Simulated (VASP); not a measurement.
Input of a VASP 6.6.1 run:

INCAR

```
PREC = Accurate ; ENCUT = 520
EDIFF = 1E-7 ; ISMEAR = 0
SIGMA = 0.02 ; LREAL = False
LASPH = True ; NELM = 60
ALGO = Normal ; ISIF = 2
LWAVE = False ; LCHARG = False
GGA = PE ; NBANDS = 28
```

KPOINTS

```
regular mesh
0
Gamma
  8 8 6
```

POSCAR

```
PbS
1.0
    2.9986744562     -3.0043083202      0.1839021171
    2.9986744562      3.0043083202      0.1839021171
   -0.3678951768      0.0000000000      5.9988318053
Pb S
2 2
Direct
    0.7500000000      0.7500000000      0.7499451124
    0.2500000000      0.2500000000      0.2500548876
    0.2500000000      0.2500000000      0.7500128810
    0.7500000000      0.7500000000      0.2499871190
```

Potentials or basis: VASP PAW PBE potentials, release 64 (Pb_d, S).

The run is started by

```console
$ cat potpaw_PBE.64/Pb_d/POTCAR potpaw_PBE.64/S/POTCAR > POTCAR
$ mpirun -np 1 vasp_std > vasp.out
```

Task: What does it give for the pressure?

Result: -0.1 GPa.

Task: Predict the band gap on the k mesh.

Result: 0.50 eV.

Caveat: spin-orbit coupling is left out, which moves the levels of the heavy elements. A k mesh can miss the band edges.
